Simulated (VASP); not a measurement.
Runs of VASP 6.6.1 on Re. The structure is that of space group Fm-3m (No. 225), or close to it. The cells are those of the table. 

```tsv
cell	k mesh	gap on the mesh (eV)	pressure (GPa)
a = 2.776 Å, angles 60.0°, 1 atom	16 × 16 × 16	none	-0.8
a = 2.738 Å, angles 60.0°, 1 atom	16 × 16 × 16	none	15.3
a = 2.660 Å, angles 60.0°, 1 atom	16 × 16 × 16	none	(a)
a = 2.812 Å, angles 60.0°, 1 atom	16 × 16 × 16	none	(b)
a = 2.776 Å, angles 60.0°, 1 atom	14 × 14 × 14	none	-0.7
a = 2.700 Å, angles 60.0°, 1 atom	16 × 16 × 16	none	35.4
a = 2.776 Å, angles 60.0°, 1 atom	23 × 23 × 23	none	-0.7
a = 2.883 Å, angles 60.0°, 1 atom	16 × 16 × 16	none	-32.0
a = 2.848 Å, angles 60.0°, 1 atom	16 × 16 × 16	none	-23.9
```

Alike in all rows: task single point; level revPBE; potentials or basis VASP PAW PBE potentials, release 64 (Re); no spin polarisation; cutoff (eV) 520; smearing fermi-dirac 0.1 eV.

Problem. Fill in the values left out.

Solution. (a) 60.6; (b) -13.7.

Caveats: the PAW data sets were made with another functional, which shifts forces and pressure a little; spin-orbit coupling is left out, which moves the levels of the heavy elements.

A k mesh can miss the band edges, and the runs leave out spin-orbit coupling on Re.

A gap of «none» marks levels without a gap at the run's occupations.
